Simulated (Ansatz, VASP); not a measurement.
## TiPt3: VASP beside Ansatz

Contents of INCAR:

```
PREC = Accurate
ENCUT = 520
EDIFF = 1E-7
ISMEAR = -1
SIGMA = 0.05
LREAL = F
LASPH = T
NELM = 60
ALGO = Normal
ISIF = 2
LWAVE = F
LCHARG = F
GGA = PE
NBANDS = 29
```

KPOINTS

```
Automatic mesh
0
Gamma
  7 7 7
```

The input POSCAR:

```
TiPt3
1.0
    3.8443313815      0.0000000000      0.0000000000
    0.0000000000      3.8443313815      0.0000000000
    0.0000000000      0.0000000000      3.8443313815
Pt Ti
3 1
Direct
    0.5000000000      0.5000000000      0.0000000000
    0.5000000000      0.0000000000      0.5000000000
    0.0000000000      0.5000000000      0.5000000000
    0.0000000000      0.0000000000      0.0000000000
```

Contents of input.yaml:

```yaml
crystal:
  lattice:
    - [3.8443313815, 0.0, 0.0]
    - [0.0, 3.8443313815, 0.0]
    - [0.0, 0.0, 3.8443313815]
  atoms:
    - { symbol: Pt, position: [0.5, 0.5, 0.0] }
    - { symbol: Pt, position: [0.5, 0.0, 0.5] }
    - { symbol: Pt, position: [0.0, 0.5, 0.5] }
    - { symbol: Ti, position: [0.0, 0.0, 0.0] }
hamiltonian:
  xc: pbe
  pseudopotentials: { kind: paw }
kpoints:
  mp_grid: { grid: [7, 7, 7] }
scf:
  occupations: { method: fermi_dirac, width: 0.05 }
output:
  forces: true
  stress: true
  eigenvalues: true
```

Alike in both runs: task single point; functional PBE; k mesh 7 × 7 × 7; occupations fermi-dirac, width 0.05 eV; no spin polarisation.

```csv
,VASP,Ansatz
version,VASP 6.6.1,Ansatz 0.2.0
potentials or method,"VASP PAW PBE potentials, release 64 (Pt, Ti_sv)",Ansatz PAW
plane-wave cutoff (eV),520,420
valence electrons in the cell,42,66
```

```csv
,VASP,Ansatz,Ansatz less VASP
gap on the k mesh at the Fermi level (eV),none,none,-
pressure (GPa),22.5,22.9,+0.41
```

A gap of «none» marks a metal or a gap that the smearing closes. VASP's potentials hold 42 valence electrons a cell and Ansatz's 66, so a difference there can come from the potentials and not from the codes.

Spin-orbit coupling is off throughout.
